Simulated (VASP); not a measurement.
# Ni (Im-3m) in VASP: further runs

Runs on Ni. Level: revPBE. Tasks: single point, relaxation of cell and atoms.

Everything below comes from runs of VASP 6.6.1. Logs are shortened: lines on timing, memory, paths and dates and some standing lists are left out, and cuts for length are marked.

## 1. The cell of the first run

Symmetry: Im-3m, No. 229, cubic system. Conventional cell: a = 2.812 Å, b = 2.812 Å, c = 2.812 Å, α = 90.00°, β = 90.00°, γ = 90.00°. Ni (site symmetry m-3m) has 14 Ni at 2.43 to 2.81 Å within 3.2 Å.

## 2. Single point, revPBE, collinear spin, antiferromagnetic start

The input, INCAR:

```
  ALGO = Normal
  EDIFF = 1E-7
  ENCUT = 520
  GGA = RE
  ISIF = 2
  ISMEAR = -1
  ISPIN = 2
  LASPH = True
  LCHARG = False
  LMAXMIX = 4
  LORBIT = 11
  LREAL = False
  LWAVE = False
  MAGMOM = 0.8 -0.8
  NBANDS = 21
  NELM = 150
  PREC = Accurate
  SIGMA = 0.05
```

The input, KPOINTS:

```
k-points
0
Gamma
  11 11 11
```

The input, POSCAR:

```
Ni
1.0
    2.8116048038      0.0000000000      0.0000000000
    0.0000000000      2.8116048038      0.0000000000
    0.0000000000      0.0000000000      2.8116048038
Ni
2
Direct
    0.0000000000      0.0000000000      0.0000000000
    0.5000000000      0.5000000000      0.5000000000
```

Potentials or basis: VASP PAW PBE potentials, release 64 (Ni).

On the command line:

```sh
$ cat potpaw_PBE.64/Ni/POTCAR > POTCAR
$ mpirun -np 1 vasp_std > vasp.out
```

OUTCAR:

```text
EDIFF = 1E-7
   ENCUT = 520
   GGA = RE
   ISIF = 2
   ISMEAR = -1
   ISPIN = 2
   LASPH = True
   LORBIT = 11
   LREAL = False
   NELM = 150
   PREC = Accurate

 ion  position               nearest neighbor table
   1  0.000  0.000  0.000-   2 2.43   2 2.43   2 2.43   2 2.43   2 2.43   2 2.43   2 2.43   2 2.43

   2  0.500  0.500  0.500-   1 2.43   1 2.43   1 2.43   1 2.43   1 2.43   1 2.43   1 2.43   1 2.43

  LATTYP: Found a simple cubic cell.
 ALAT       =     2.8116048038

  Lattice vectors:

 A1 = (   2.8116048038,   0.0000000000,   0.0000000000)
 A2 = (   0.0000000000,   2.8116048038,   0.0000000000)
 A3 = (   0.0000000000,   0.0000000000,   2.8116048038)

Analysis of symmetry for initial positions (statically):
=====================================================================
 Subroutine PRICEL returns following result:

  LATTYP: Found a body centered cubic cell.
 ALAT       =     2.8116048038
[... 12 lines left out ...]
 Subroutine GETGRP returns: Found 48 space group operations
 (whereof 48 operations were pure point group operations)
 out of a pool of 48 trial point group operations.

The static configuration has the point symmetry O_h .

Analysis of symmetry for dynamics (positions and initial velocities):
=====================================================================
 Subroutine PRICEL returns following result:

  LATTYP: Found a body centered cubic cell.
 ALAT       =     2.8116048038
[... 12 lines left out ...]
 Subroutine GETGRP returns: Found 48 space group operations
 (whereof 48 operations were pure point group operations)
 out of a pool of 48 trial point group operations.

The dynamic configuration has the point symmetry O_h .

Analysis of structural, dynamic, and magnetic symmetry:
=====================================================================
 Subroutine PRICEL returns following result:

  LATTYP: Found a body centered cubic cell.
 ALAT       =     2.8116048038
[... 12 lines left out ...]
 Subroutine GETGRP returns: Found 48 space group operations
 (whereof 48 operations were pure point group operations)
 out of a pool of 48 trial point group operations.

The overall configuration has the point symmetry O_h .

 Subroutine INISYM returns: Found 48 space group operations
 (whereof 48 operations are pure point group operations),
 and found     2 'primitive' translations

----------------------------------------------------------------------------------------

                                     Primitive cell

  volume of cell :      11.1130

[... 103 lines left out ...]
   IALGO  =     38    algorithm
   IMIX   =      4    mixing-type and parameters
     AMIX     =   0.40;   BMIX     =  1.00
     AMIX_MAG =   1.60;   BMIX_MAG =  1.00
  volume/ion in A,a.u.               =      11.11        74.99
  Fermi-wavevector in a.u.,A,eV,Ry     =   1.580510  2.986731 33.987510  2.498012
  Thomas-Fermi vector in A             =   2.680726
   LORBIT       =     11    0 simple, 1 ext, 2 COOP (PROOUT), +10 PAW based schemes
   GGA     = RE    functional components
   LHFCALC =     F    Hartree Fock is set to
   AEXX    =    0.0000 exact exchange contribution
   IVDW    =     0    specifies the selected vdW correction
   LEPSILON=     F    determine dielectric tensor
   LRPA    =     F    only Hartree local field effects (RPA)
 spin polarized calculation
  energy-cutoff  :      520.00
  volume of cell :       22.23
 maximum number of plane-waves:       619
 NGX is ok and might be reduce to    24
   NGX = 11   NGY = 11   NGZ = 11

 number of electron      19.9999971 magnetization       0.0000000

 number of electron      19.9999971 magnetization      -0.0000000

 Free energy of the ion-electron system (eV)
  ---------------------------------------------------
  ext. energy  EPLUGINS =         0.00000000
  ---------------------------------------------------
  free energy    TOTEN  =        -9.91284261 eV

  energy without entropy =       -9.87708479  energy(sigma->0) =       -9.89496370

 E-fermi :   8.9842     XC(G=0): -13.0350

 val. band max:        8.9783826404   @ k =   0.2727   0.0909   0.0000
 cond. band min:       8.9879758454   @ k =   0.3636   0.1818   0.1818
 fundamental gap:      0.0095932050
 Fermi energy:         8.9842288106

 spin component 1

 k-point     1 :       0.0000    0.0000    0.0000
  band No.  band energies     occupation
      1       0.3169      1.00000
      2       5.1721      1.00000
      3       5.1721      1.00000
      4       7.1603      1.00000
      5       7.1603      1.00000
      6       7.1603      1.00000
[... 565 lines left out ...]
     20      34.3161      0.00000
     21      35.1020      0.00000

 [... further k-points ...]

 spin component 2

 k-point     1 :       0.0000    0.0000    0.0000
  band No.  band energies     occupation
      1       0.3169      1.00000
      2       5.1721      1.00000
      3       5.1721      1.00000
      4       7.1603      1.00000
      5       7.1603      1.00000
      6       7.1603      1.00000
[... 565 lines left out ...]
     20      34.3161      0.00000
     21      35.1020      0.00000

 [... further k-points ...]
[... 5 lines left out ...]
  --------------------------------------------------------------------------------------
  -------------------------------------------------------------------------------------
  Total        0.0290397      0.0290397      0.0290397     -0.0000000      0.0000000     -0.0000000
  in kB        2.0933431      2.0933431      2.0933431     -0.0000000      0.0000000     -0.0000000
  external PRESSURE =       2.0933431 kB  Pullay stress =       0.0000000 kB

 VOLUME and BASIS-vectors are now :
 -----------------------------------------------------------------------------
  energy-cutoff  :      520.00
  volume of cell :       22.23
      direct lattice vectors                 reciprocal lattice vectors
     2.811604804  0.000000000  0.000000000     0.355668762  0.000000000  0.000000000
     0.000000000  2.811604804  0.000000000     0.000000000  0.355668762  0.000000000
     0.000000000  0.000000000  2.811604804     0.000000000  0.000000000  0.355668762

 POSITION                                       TOTAL-FORCE (eV/Angst)
 -----------------------------------------------------------------------------------
      0.00000      0.00000      0.00000         0.000000     -0.000000     -0.000000
      1.40580      1.40580      1.40580        -0.000000      0.000000      0.000000
 -----------------------------------------------------------------------------------
    total drift:                                0.000000      0.000000     -0.000000

  FREE ENERGIE OF THE ION-ELECTRON SYSTEM (eV)
  ---------------------------------------------------
  free  energy   TOTEN  =        -9.9128426147 eV

  energy  without entropy=       -9.8770847943  energy(sigma->0) =       -9.89496370

 total charge

# of ion       s       p       d       tot
------------------------------------------
    1        0.479   0.468   8.327   9.274
    2        0.479   0.468   8.327   9.274
--------------------------------------------------
tot          0.958   0.935  16.653  18.547

 magnetization (x)

# of ion       s       p       d       tot
------------------------------------------
    1       -0.000  -0.000   0.000   0.000
    2        0.000   0.000  -0.000  -0.000
--------------------------------------------------
tot          0.000   0.000   0.000   0.000
```

stdout:

```text
POSCAR found type information on POSCAR Ni
 POSCAR found :  1 types and       2 ions
 scaLAPACK will be used
 -----------------------------------------------------------------------------
|                                                                             |
|                                                                             |
|     You enforced a specific xc type in the INCAR file but a different       |
|     I HOPE YOU KNOW WHAT YOU ARE DOING!                                     |
|                                                                             |
 -----------------------------------------------------------------------------

 LDA part: xc-table for (Slater+PW92), standard interpolation
 POSCAR, INCAR and KPOINTS ok, starting setup
 FFT: planning ... GRIDC
 FFT: planning ... GRID_SOFT
 FFT: planning ... GRID
 WAVECAR not read
 entering main loop
```

It took 37 s on 1 thread of AMD EPYC 7R13 (Zen 3), shared host; peak memory 0.14 GiB.

Results:

```
Free energy                                           : -9.9128 eV
Pressure                                              : 0.2 GPa
Band gap on the k mesh                                : zero (filled and empty bands overlap)
Net moment                                            : 0.00 μB per cell
Valence electrons inside the program's atomic spheres : Ni 9.27
```

Levels at points of the mesh, in eV from the Fermi level:
Spin up:
| k point | band 8 | band 9 | band 10 | band 11 | band 12 | band 13 |
| --- | --- | --- | --- | --- | --- | --- |
| (0.00, 0.00, 0.00) | -0.55 | 0.17 | 0.17 | 0.17 | 9.77 | 9.77 |
Spin down:
| k point | band 6 | band 7 | band 8 | band 9 | band 10 | band 11 | band 12 | band 13 | band 14 | band 15 |
| --- | --- | --- | --- | --- | --- | --- | --- | --- | --- | --- |
| (0.00, 0.00, 0.00) | -1.82 | -0.55 | -0.55 | 0.17 | 0.17 | 0.17 | 9.77 | 9.77 | 9.77 | 15.55 |

Caveat: the PAW data sets were made with another functional, which shifts forces and pressure a little.

## 3. Relaxation of cell and atoms, revPBE, collinear spin, antiferromagnetic start

This run uses another cell than the first one, of 10.94 Å³/atom, 0.984 times its volume.

The input, INCAR:

```
SYSTEM = Ni
ALGO = Normal ; EDIFF = 1E-6
EDIFFG = -0.01 ; ENCUT = 600
GGA = RE ; IBRION = 2
ISIF = 3 ; ISMEAR = -1
ISPIN = 2 ; LASPH = .True.
LCHARG = .False. ; LMAXMIX = 4
LORBIT = 11 ; LREAL = .False.
LWAVE = .False. ; MAGMOM = 0.8 -0.8
NELM = 150 ; NSW = 80
PREC = Accurate ; SIGMA = 0.05
```

The input, KPOINTS:

```
k-points
0
Gamma
  11 11 11
  0 0 0
```

The input, POSCAR:

```
Ni
1.0
    2.7969054095      0.0000000000      0.0000000000
    0.0000000000      2.7969054095      0.0000000000
    0.0000000000      0.0000000000      2.7969054095
Ni
2
Direct
    0.0000000000      0.0000000000      0.0000000000
    0.5000000000      0.5000000000      0.5000000000
```

Potentials or basis: VASP PAW PBE potentials, release 64 (Ni).

On the command line:

```sh
$ cat potpaw_PBE.64/Ni/POTCAR > POTCAR
$ mpirun -np 1 vasp_std > vasp.out
```

OUTCAR:

```text
SYSTEM = Ni
   EDIFF = 1E-6
   EDIFFG = -0.01
   ENCUT = 600
   GGA = RE
   IBRION = 2
   ISIF = 3
   ISMEAR = -1
   ISPIN = 2
   LASPH = .True.
   LORBIT = 11
   LREAL = .False.
   NELM = 150
   NSW = 80
   PREC = Accurate

 ion  position               nearest neighbor table
   1  0.000  0.000  0.000-   2 2.42   2 2.42   2 2.42   2 2.42   2 2.42   2 2.42   2 2.42   2 2.42

   2  0.500  0.500  0.500-   1 2.42   1 2.42   1 2.42   1 2.42   1 2.42   1 2.42   1 2.42   1 2.42

  LATTYP: Found a simple cubic cell.
 ALAT       =     2.7969054095

  Lattice vectors:

 A1 = (   2.7969054095,   0.0000000000,   0.0000000000)
 A2 = (   0.0000000000,   2.7969054095,   0.0000000000)
 A3 = (   0.0000000000,   0.0000000000,   2.7969054095)

Analysis of symmetry for initial positions (statically):
=====================================================================
 Subroutine PRICEL returns following result:

  LATTYP: Found a body centered cubic cell.
 ALAT       =     2.7969054095
[... 12 lines left out ...]
 Subroutine GETGRP returns: Found 48 space group operations
 (whereof 48 operations were pure point group operations)
 out of a pool of 48 trial point group operations.

The static configuration has the point symmetry O_h .

Analysis of symmetry for dynamics (positions and initial velocities):
=====================================================================
 Subroutine PRICEL returns following result:

  LATTYP: Found a body centered cubic cell.
 ALAT       =     2.7969054095
[... 12 lines left out ...]
 Subroutine GETGRP returns: Found 48 space group operations
 (whereof 48 operations were pure point group operations)
 out of a pool of 48 trial point group operations.

The dynamic configuration has the point symmetry O_h .

Analysis of structural, dynamic, and magnetic symmetry:
=====================================================================
 Subroutine PRICEL returns following result:

  LATTYP: Found a body centered cubic cell.
 ALAT       =     2.7969054095
[... 12 lines left out ...]
 Subroutine GETGRP returns: Found 48 space group operations
 (whereof 48 operations were pure point group operations)
 out of a pool of 48 trial point group operations.

The overall configuration has the point symmetry O_h .

 Subroutine INISYM returns: Found 48 space group operations
[... 149 lines left out ...]

  FORCE on cell =-STRESS in cart. coord.  units (eV):
  Direction    XX          YY          ZZ          XY          YZ          ZX
  --------------------------------------------------------------------------------------
  -------------------------------------------------------------------------------------
  Total        0.4223371      0.4223371      0.4223371      0.0000000      0.0000000      0.0000000
  in kB       30.9269056     30.9269056     30.9269056      0.0000000      0.0000000      0.0000000
  external PRESSURE =      30.9269056 kB  Pullay stress =       0.0000000 kB
[... 63 lines left out ...]
 number of electron      19.9999971 magnetization      -0.0000000

 number of electron      19.9999971 magnetization       0.0000000

 Free energy of the ion-electron system (eV)
  ---------------------------------------------------
  ext. energy  EPLUGINS =         0.00000000
  ---------------------------------------------------
  free energy    TOTEN  =        -9.91168981 eV

  energy without entropy =       -9.87589112  energy(sigma->0) =       -9.89379046

 E-fermi :   8.9727     XC(G=0): -13.0300

 val. band max:        8.9668528158   @ k =   0.2727   0.0909   0.0000
 cond. band min:       8.9764862535   @ k =   0.3636   0.1818   0.1818
 fundamental gap:      0.0096334377
 Fermi energy:         8.9727443771

 spin component 1

 k-point     1 :       0.0000    0.0000    0.0000
  band No.  band energies     occupation
      1       0.3111      1.00000
      2       5.1655      1.00000
      3       5.1655      1.00000
      4       7.1510      1.00000
      5       7.1510      1.00000
      6       7.1510      1.00000
      7       8.4282      0.99998
      8       8.4282      0.99998
      9       9.1376      0.03565
     10       9.1376      0.03565
     11       9.1376      0.03565
     12      18.7337      0.00000
     13      18.7337      0.00000
     14      18.7337      0.00000
[... 379 lines left out ...]
      3       5.7866      1.00000
      4       6.9492      1.00000
      5       7.0026      1.00000
      6       7.7773      1.00000
      7       7.8555      1.00000
      8       8.0306      1.00000
      9       8.3741      0.99999
     10       8.5812      0.99960
     11       8.9783      0.47249
     12      13.3125      0.00000
     13      19.7027      0.00000
     14      20.0837      0.00000

 [... further k-points ...]

 spin component 2

 k-point     1 :       0.0000    0.0000    0.0000
  band No.  band energies     occupation
      1       0.3111      1.00000
      2       5.1655      1.00000
      3       5.1655      1.00000
      4       7.1510      1.00000
      5       7.1510      1.00000
      6       7.1510      1.00000
      7       8.4282      0.99998
      8       8.4282      0.99998
      9       9.1376      0.03565
     10       9.1376      0.03565
     11       9.1376      0.03565
     12      18.7337      0.00000
     13      18.7337      0.00000
     14      18.7337      0.00000
[... 420 lines left out ...]
  FREE ENERGIE OF THE ION-ELECTRON SYSTEM (eV)
  ---------------------------------------------------
  free  energy   TOTEN  =        -9.9116898102 eV

  energy  without entropy=       -9.8758911173  energy(sigma->0) =       -9.89379046

 reached required accuracy - stopping structural energy minimisation

 total charge

# of ion       s       p       d       tot
------------------------------------------
    1        0.479   0.467   8.326   9.272
    2        0.479   0.467   8.326   9.272
--------------------------------------------------
tot          0.958   0.934  16.653  18.544

 magnetization (x)

# of ion       s       p       d       tot
------------------------------------------
    1       -0.000   0.000  -0.000  -0.000
    2        0.000  -0.000   0.000   0.000
--------------------------------------------------
tot          0.000   0.000   0.000   0.000
```

Run time: 53 s. Hardware: 1 thread of AMD EPYC 7R13 (Zen 3), shared host; peak memory 0.14 GiB.

Results:

| Item | Value |
| --- | --- |
| Free energy | -9.9117 eV |
| Relaxed volume | 11.12 Å³/atom |
| Relaxed cell | a = 2.812 Å, b = 2.812 Å, c = 2.812 Å, α = 90.00°, β = 90.00°, γ = 90.00° |
| Space group after relaxing (to 0.05 Å) | Im-3m (No. 229) |
| Energy gained by relaxing | 1.7 meV/atom |
| Ionic steps | 3 |
| Pressure after relaxing | 0.0 GPa |
| Band gap on the k mesh | zero (filled and empty bands overlap) |
| Net moment | 0.00 μB per cell |
| Valence electrons inside the program's atomic spheres | Ni 9.27 |

The path:
| step | energy change (eV) | largest force (eV/Å) | pressure (GPa) | volume (Å³) |
| --- | --- | --- | --- | --- |
| 1 | 0.0000 | 0.0000 | 3.09 | 21.88 |
| 2 | -0.0011 | 0.0000 | -2.43 | 22.55 |
| 3 | -0.0035 | 0.0000 | -0.03 | 22.24 |

Final structure:
```
CELL_PARAMETERS angstrom
2.81238 0.00000 0.00000
0.00000 2.81238 0.00000
0.00000 0.00000 2.81238
ATOMIC_POSITIONS crystal
Ni 0.00000 0.00000 0.00000
Ni 0.50000 0.50000 0.50000
```

Levels at points of the mesh, in eV from the Fermi level:
Spin up:
| k point | band 8 | band 9 | band 10 | band 11 | band 12 | band 13 |
| --- | --- | --- | --- | --- | --- | --- |
| (0.00, 0.00, 0.00) | -0.54 | 0.16 | 0.16 | 0.16 | 9.76 | 9.76 |
Spin down:
| k point | band 6 | band 7 | band 8 | band 9 | band 10 | band 11 | band 12 | band 13 | band 14 |
| --- | --- | --- | --- | --- | --- | --- | --- | --- | --- |
| (0.00, 0.00, 0.00) | -1.82 | -0.54 | -0.54 | 0.16 | 0.16 | 0.16 | 9.76 | 9.76 | 9.76 |

Caveat: the PAW data sets were made with another functional, which shifts forces and pressure a little.

(Continued in part 2 of 3.)
